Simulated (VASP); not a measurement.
# As in VASP: single point with PBE

Aim: the single point of As with PBE.

Program: VASP 6.6.1. These are calculated values, not measurements. Logs are shortened: lines on timing, memory, paths and dates and some standing lists are left out, and cuts for length are marked.

**1. The cell of the first run**

The cell holds a slab with vacuum, 2 atoms: a = 3.605 Å, b = 3.605 Å, c = 24.297 Å, α = 90.00°, β = 90.00°, γ = 120.00°.

**2. Single point, PBE**

INCAR

```
SYSTEM = As
  ALGO = Normal
  DIPOL = 0.5 0.5 0.673
  EDIFF = 1E-6
  ENCUT = 400
  GGA = PE
  GGA_COMPAT = .False.
  IDIPOL = 3
  ISIF = 2
  ISMEAR = 0
  LASPH = .True.
  LCHARG = .False.
  LDIPOL = .True.
  LREAL = .False.
  LWAVE = .False.
  NBANDS = 12
  NELM = 120
  NELMDL = -8
  PREC = Accurate
  SIGMA = 0.04
```

KPOINTS

```
k-points
0
Gamma
  12 12 1
  0 0 0
```

POSCAR

```
As
1.0
    3.6048451667      0.0000000000      0.0000000000
   -1.8024225834      3.1218874911      0.0000000000
    0.0000000000      0.0000000000     24.2968881219
As
2
Direct
    0.6666666667      0.3333333333      0.6439965121
    0.0000000000      1.0000000000      0.7014263086
```

Potentials or basis: VASP PAW PBE potentials, release 64 (As).

On the command line:

```bash
$ cat potpaw_PBE.64/As/POTCAR > POTCAR
$ mpirun -np 1 vasp_std > vasp.out
```

OUTCAR:

```text
SYSTEM = As
   EDIFF = 1E-6
   ENCUT = 400
   GGA = PE
   ISIF = 2
   ISMEAR = 0
   LASPH = .True.
   LREAL = .False.
   NELM = 120
   NELMDL = -8
   PREC = Accurate

 ion  position               nearest neighbor table
   1  0.667  0.333  0.644-   2 2.51   2 2.51   2 2.51
   2  0.000  0.000  0.701-   1 2.51   1 2.51   1 2.51

  LATTYP: Found a hexagonal cell.
 ALAT       =     3.6048451667
 C/A-ratio  =     6.7400642741

  Lattice vectors:

 A1 = (   3.6048451667,   0.0000000000,   0.0000000000)
 A2 = (  -1.8024225834,   3.1218874911,   0.0000000000)
 A3 = (   0.0000000000,   0.0000000000,  24.2968881219)

Analysis of symmetry for initial positions (statically):
=====================================================================
 Subroutine PRICEL returns:
 Original cell was already a primitive cell.

 Routine SETGRP: Setting up the symmetry group for a
 hexagonal supercell.

 Subroutine GETGRP returns: Found 12 space group operations
 (whereof  6 operations were pure point group operations)
 out of a pool of 24 trial point group operations.

The static configuration has the point symmetry C_3v.
 The point group associated with its full space group is D_3d.

Analysis of symmetry for dynamics (positions and initial velocities):
=====================================================================
 Subroutine PRICEL returns:
 Original cell was already a primitive cell.

 Routine SETGRP: Setting up the symmetry group for a
 hexagonal supercell.

 Subroutine GETGRP returns: Found 12 space group operations
 (whereof  6 operations were pure point group operations)
 out of a pool of 24 trial point group operations.

The dynamic configuration has the point symmetry C_3v.
 The point group associated with its full space group is D_3d.

 Subroutine INISYM returns: Found 12 space group operations
 (whereof  6 operations are pure point group operations),
 and found     1 'primitive' translations

----------------------------------------------------------------------------------------

                                     Primitive cell

  volume of cell :     273.4353

  direct lattice vectors                    reciprocal lattice vectors
     3.604845167  0.000000000  0.000000000     0.277404425  0.160159519  0.000000000
    -1.802422583  3.121887491  0.000000000     0.000000000  0.320319039  0.000000000
     0.000000000  0.000000000 24.296888122     0.000000000  0.000000000  0.041157534

  length of vectors
     3.604845167  3.604845167 24.296888122     0.320319039  0.320319039  0.041157534

  position of ions in fractional coordinates (direct lattice)
     0.666666667  0.333333333  0.643996512
     0.000000000  0.000000000  0.701426309

  ion indices of the primitive-cell ions
   primitive index   ion index
                 1           1
                 2           2

----------------------------------------------------------------------------------------

 KPOINTS: k-points

Automatic generation of k-mesh.
 Grid dimensions read from file:
 generate k-points for:   12   12    1

 Generating k-lattice:

  Cartesian coordinates                     Fractional coordinates (reciprocal lattice)
     0.023117035  0.013346627  0.000000000     0.083333333  0.000000000  0.000000000
     0.000000000  0.026693253  0.000000000     0.000000000  0.083333333  0.000000000
     0.000000000  0.000000000  0.041157534     0.000000000  0.000000000  1.000000000

  Length of vectors
     0.026693253  0.026693253  0.041157534

  Shift w.r.t. Gamma in fractional coordinates (k-lattice)
     0.000000000  0.000000000  0.000000000

 Subroutine IBZKPT returns following result:
 ===========================================

 Found     19 irreducible k-points:

 Following reciprocal coordinates:
            Coordinates               Weight
  0.000000  0.000000  0.000000      1.000000
  0.083333 -0.000000  0.000000      6.000000
  0.166667 -0.000000  0.000000      6.000000
  0.250000 -0.000000  0.000000      6.000000
  0.333333 -0.000000  0.000000      6.000000
  0.416667 -0.000000  0.000000      6.000000
[... 11 lines left out ...]
  0.333333  0.250000  0.000000     12.000000
  0.333333  0.333333  0.000000      2.000000
   k-points           NKPTS =     19   k-points in BZ     NKDIM =     19   number of bands    NBANDS=     12
   number of dos      NEDOS =    301   number of ions     NIONS =      2
   total plane-waves  NPLWV =  92160
   dimension x,y,z NGX =    24 NGY =   24 NGZ =  160
   dimension x,y,z NGXF=    48 NGYF=   48 NGZF=  320
   ions per type =               2
   NGX,Y,Z   is equivalent  to a cutoff of  11.07, 11.07, 10.95 a.u.
   NGXF,Y,Z  is equivalent  to a cutoff of  22.14, 22.14, 21.90 a.u.
 SYSTEM =  As
   PREC   = accura    normal or accurate (medium, high low for compatibility)
   ISTART =      0    job   : 0-new  1-cont  2-samecut
   ICHARG =      2    charge: 1-file 2-atom 10-const
   ISPIN  =      1    spin polarized calculation?
   LNONCOLLINEAR =      F non collinear calculations
   LSORBIT =      F    spin-orbit coupling
   LASPH  =      T    aspherical Exc in radial PAW
   ENCUT  =  400.0 eV  29.40 Ry    5.42 a.u.   5.88  5.88 39.62*2*pi/ulx,y,z
   NELM   =    120;   NELMIN=  2; NELMDL= -8     # of ELM steps
   EDIFF  = 0.1E-05   stopping-criterion for ELM
   LREAL  =      F    real-space projection
   EDIFFG = 0.1E-04   stopping-criterion for IOM
   NSW    =      0    number of steps for IOM
   IBRION =     -1    ionic relax: 0-MD 1-quasi-New 2-CG
   NFREE  =      0    steps in history (QN), initial steepest desc. (CG)
   ISIF   =      2    stress and relaxation
   ISYM   =      2    0-nonsym 1-usesym 2-fastsym
   POTIM  = 0.5000    time-step for ionic-motion
   TEBEG  =    0.0;   TEEND  =   0.0 temperature during run
   PSTRESS=    0.0 pullay stress
   NELECT =      10.0000    total number of electrons
   NUPDOWN=      -1.0000    fix difference up-down
   EMIN   =  10.00;   EMAX   =-10.00  energy-range for DOS
   EFERMI =   0.00;   METHOD = LEGACY
   ISMEAR =     0;   SIGMA  =   0.04  broadening in eV -4-tet -1-fermi 0-gaus
   EFERMI_NEDOS =   21; number of points for ismear=-14 and -15
   IALGO  =     38    algorithm
   IMIX   =      4    mixing-type and parameters
     AMIX     =   0.40;   BMIX     =  1.00
     AMIX_MAG =   1.60;   BMIX_MAG =  1.00
  volume/ion in A,a.u.               =     136.72       922.62
  Fermi-wavevector in a.u.,A,eV,Ry     =   0.543405  1.026886  4.017645  0.295289
  Thomas-Fermi vector in A             =   1.571866
   LORBIT       =      0    0 simple, 1 ext, 2 COOP (PROOUT), +10 PAW based schemes
   GGA     = PE    functional components
   LHFCALC =     F    Hartree Fock is set to
   AEXX    =    0.0000 exact exchange contribution
   IVDW    =     0    specifies the selected vdW correction
   LEPSILON=     F    determine dielectric tensor
   LRPA    =     F    only Hartree local field effects (RPA)
 non-spin polarized calculation
 Gauss-broadening in eV      SIGMA  =   0.04
  energy-cutoff  :      400.00
  volume of cell :      273.44
 maximum number of plane-waves:      4998
 NGX is ok and might be reduce to    24
   NGX = 11   NGY = 11   NGZ = 79

 number of electron      10.0000000 magnetization

 dipolmoment           0.000000      0.000000     -0.000000 electrons x Angstroem

 number of electron       9.9999997 magnetization

 dipolmoment           0.000000      0.000000      0.000001 electrons x Angstroem

 Free energy of the ion-electron system (eV)
  ---------------------------------------------------
  ext. energy  EPLUGINS =         0.00000000
  ---------------------------------------------------
  free energy    TOTEN  =        -9.33334533 eV

  energy without entropy =       -9.33334533  energy(sigma->0) =       -9.33334533

 E-fermi :  -3.6546     XC(G=0):  -2.1586

 val. band max:       -3.8191815087   @ k =   0.0000   0.0000   0.0000
 cond. band min:      -2.2011862974   @ k =   0.3333  -0.0000   0.0000
 fundamental gap:      1.6179952113
 Fermi energy:        -3.6546138179

 k-point     1 :       0.0000    0.0000    0.0000
  band No.  band energies     occupation
      1     -17.2872      2.00000
      2     -10.9840      2.00000
      3      -4.3640      2.00000
      4      -3.8192      2.00000
      5      -3.8192      2.00000
      6      -1.8773      0.00000
      7      -0.3209      0.00000
      8      -0.3209      0.00000
      9       1.0350      0.00000
     10       1.2728      0.00000
     11       1.7722      0.00000
     12       2.1428      0.00000

 k-point     2 :       0.0833   -0.0000    0.0000
  band No.  band energies     occupation
      1     -17.1951      2.00000
      2     -10.9719      2.00000
      3      -4.7104      2.00000
      4      -4.3196      2.00000
      5      -4.0250      2.00000
      6      -1.2548      0.00000
      7      -0.4323      0.00000
      8      -0.1108      0.00000
      9       1.1658      0.00000
     10       1.3835      0.00000
     11       1.8793      0.00000
     12       2.2530      0.00000

 k-point     3 :       0.1667   -0.0000    0.0000
  band No.  band energies     occupation
      1     -16.9216      2.00000
      2     -10.9833      2.00000
      3      -6.0247      2.00000
      4      -4.4818      2.00000
      5      -4.2245      2.00000
      6      -1.5630      0.00000
      7       0.2508      0.00000
      8       0.3029      0.00000
      9       1.4962      0.00000
     10       1.7205      0.00000
     11       2.1932      0.00000
     12       2.5703      0.00000
[... 211 lines left out ...]
 k-point    18 :       0.3333    0.2500    0.0000
  band No.  band energies     occupation
      1     -14.3756      2.00000
      2     -13.1572      2.00000
      3      -7.9430      2.00000
      4      -6.2658      2.00000
      5      -5.3601      2.00000
      6      -1.5644      0.00000
      7       0.2733      0.00000
      8       0.8451      0.00000
      9       3.9184      0.00000
     10       4.5312      0.00000
     11       4.7414      0.00000
     12       5.2191      0.00000

 k-point    19 :       0.3333    0.3333    0.0000
  band No.  band energies     occupation
      1     -13.7510      2.00000
      2     -13.7510      2.00000
      3      -8.1722      2.00000
      4      -5.7947      2.00000
      5      -5.7947      2.00000
      6      -1.8075      0.00000
      7       0.7478      0.00000
      8       0.7478      0.00000
      9       4.2593      0.00000
     10       5.0876      0.00000
     11       5.0876      0.00000
     12       5.8794      0.00000

------------------------ aborting loop because EDIFF is reached ----------------------------------------

 vacuum level on the upper side and lower side of the slab       (xc-potential included)        -0.008        -0.008

  FORCE on cell =-STRESS in cart. coord.  units (eV):
  Direction    XX          YY          ZZ          XY          YZ          ZX
  --------------------------------------------------------------------------------------
  -------------------------------------------------------------------------------------
  Total        0.0477735      0.0477735      0.0372570     -0.0000000      0.0000000      0.0000000
  in kB        0.2799258      0.2799258      0.2183050     -0.0000000      0.0000000      0.0000000
  external PRESSURE =       0.2593856 kB  Pullay stress =       0.0000000 kB

 VOLUME and BASIS-vectors are now :
 -----------------------------------------------------------------------------
  energy-cutoff  :      400.00
  volume of cell :      273.44
      direct lattice vectors                 reciprocal lattice vectors
     3.604845167  0.000000000  0.000000000     0.277404425  0.160159519  0.000000000
    -1.802422583  3.121887491  0.000000000     0.000000000  0.320319039  0.000000000
     0.000000000  0.000000000 24.296888122     0.000000000  0.000000000  0.041157534

 POSITION                                       TOTAL-FORCE (eV/Angst)
 -----------------------------------------------------------------------------------
      1.80242      1.04063     15.64711         0.000000     -0.000000     -0.031560
      0.00000      0.00000     17.04248        -0.000000      0.000000      0.031560
 -----------------------------------------------------------------------------------
    total drift:                               -0.000000     -0.000000      0.000004

  FREE ENERGIE OF THE ION-ELECTRON SYSTEM (eV)
  ---------------------------------------------------
  free  energy   TOTEN  =        -9.3333453254 eV

  energy  without entropy=       -9.3333453254  energy(sigma->0) =       -9.33334533

 vacuum level on the upper side and lower side of the slab         1.538         1.538
```

Run time: 47 s. Hardware: 1 thread of AMD EPYC 7R43 (Zen 3), shared host; peak memory 0.24 GiB.

What came out:

| Property | Result |
| --- | --- |
| Free energy | -9.3333 eV |
| Largest force | 0.032 eV/Å |
| Band gap on the k mesh | 1.62 eV, indirect (least direct gap 1.94 eV) |

Forces on the atoms (eV/Å):
```
As   0.000  0.000 -0.032
As   0.000  0.000  0.032
```

Levels at points of the mesh, in eV from the valence-band top:
| k point | band 2 | band 3 | band 4 | band 5 | band 6 | band 7 | band 8 | band 9 |
| --- | --- | --- | --- | --- | --- | --- | --- | --- |
| (0.00, 0.00, 0.00) | -7.16 | -0.54 | 0.00 | 0.00 | 1.94 | 3.50 | 3.50 | 4.85 |
| (0.50, 0.00, 0.00) | -9.10 | -3.40 | -1.87 | -1.56 | 1.97 | 3.15 | 4.52 | 6.28 |
